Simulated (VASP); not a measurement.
Al:

```
Al
1.0
     2.61737    0.00000    0.00000
     0.00000    2.61737    0.00000
     0.00000    0.00000    2.61737
Al
1
Cartesian
  0.0000 0.0000 0.0000
```

```yaml
Program: VASP 6.6.1
Task: relaxation of cell and atoms
Functional: LDA
Potentials_or_basis: VASP PAW LDA potentials, release 64 (Al)
Cutoff: 600 eV
k_mesh: 12 × 12 × 12
Occupations: fermi-dirac, width 0.1 eV
Spin: no spin polarisation
```

At the start: pressure 5.4 GPa; volume 17.93 Å³/atom.

Where does the relaxation end?

Over 3 steps the energy falls by 21.7 meV/atom and the volume is 19.31 Å³/atom (+7.7 %); space group Pm-3m (No. 221, to 0.05 Å).

The path:
| step | energy change (eV) | largest force (eV/Å) | pressure (GPa) | volume (Å³) |
| --- | --- | --- | --- | --- |
| 1 | 0.0000 | 0.0000 | 5.36 | 17.93 |
| 2 | -0.0212 | 0.0000 | -0.66 | 19.53 |
| 3 | -0.0217 | 0.0000 | 0.02 | 19.31 |

Final structure:
```xyz
1
Lattice="2.6829 0.0000 0.0000 0.0000 2.6829 0.0000 0.0000 0.0000 2.6829" Properties=species:S:1:pos:R:3 pbc="T T T"
Al    0.0000    0.0000    0.0000
```
